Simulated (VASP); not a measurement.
Wanted: the native input for a VASP 6.6.1 run.

- Task: single point
- Functional: PBEsol
- Potentials or basis: VASP PAW PBE potentials, release 64 (Hf_pv, H)
- Cutoff: 520 eV
- k mesh: 8 × 8 × 8
- Occupations: fermi-dirac, width 0.05 eV
- Spin: no spin polarisation
- Dipole correction: no
- Further INCAR settings: ALGO = Normal; EDIFF = 1e-07; NBANDS = 14

The structure of HfH3 lies in POSCAR:

```
HfH3
1.0
    3.0322593897      0.0000000000      0.0000000000
    0.0000000000      3.0322593897      0.0000000000
    0.0000000000      0.0000000000      3.0322593897
Hf H
1 3
Direct
    0.0000000000      0.0000000000      0.0000000000
    0.0000000000      0.5000000000      0.5000000000
    0.5000000000      0.0000000000      0.5000000000
    0.5000000000      0.5000000000      0.0000000000
```

The input as run:

INCAR

```
PREC = Accurate
ENCUT = 520
EDIFF = 1E-7
ISMEAR = -1
SIGMA = 0.05
LREAL = False
LASPH = True
NELM = 80
ALGO = Normal
ISIF = 2
LWAVE = False
LCHARG = False
GGA = PS
NBANDS = 14
```

KPOINTS

```
Automatic mesh
0
Gamma
  8 8 8
```

Potentials or basis: VASP PAW PBE potentials, release 64 (Hf_pv, H).

Launch:

```bash
$ cat potpaw_PBE.64/Hf_pv/POTCAR potpaw_PBE.64/H/POTCAR > POTCAR
$ mpirun -np 1 vasp_std > vasp.out
```

It gave:

```json
{
 "Pressure": "2.5 GPa"
}
```

Caveat: the PAW data sets were made with another functional, which shifts forces and pressure a little.

Run time: 10 s on 1 thread of Intel(R) Xeon(R) Platinum 8259CL CPU @ 2.50GHz (Skylake/Cascade Lake) (shared host), peak memory 0.14 GiB.
